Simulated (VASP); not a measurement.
GaN (zincblende type): single point with PBE

GaN (zincblende type):

```
Ga N
1.0
     0.00000    2.27425    2.27425
     2.27425    0.00000    2.27425
     2.27425    2.27425    0.00000
Ga N
1 1
Direct
  0.00000 0.00000 0.00000
  0.25000 0.25000 0.25000
```

- Program: VASP 6.6.1
- Task: single point
- Functional: PBE
- Potentials or basis: VASP PAW PBE potentials, release 64 (Ga_d, N)
- Cutoff: 520 eV
- k mesh: 17 × 17 × 17
- Occupations: fermi-dirac, width 0.05 eV
- Spin: no spin polarisation

- Pressure: 0.1 GPa
- Band gap on the k mesh: 1.55 eV, direct

Levels at points of the mesh, in eV from the valence-band top:
```
           k point  band 7  band 8  band 9  band 10  band 11  band 12
(0.00, 0.00, 0.00)    0.00    0.00    0.00     1.55    10.13    10.13
```

Wall time 27 s on 1 thread of Intel Xeon 6975P-C, with other jobs on the host, peak memory 0.19 GiB.

A k mesh can miss the band edges.
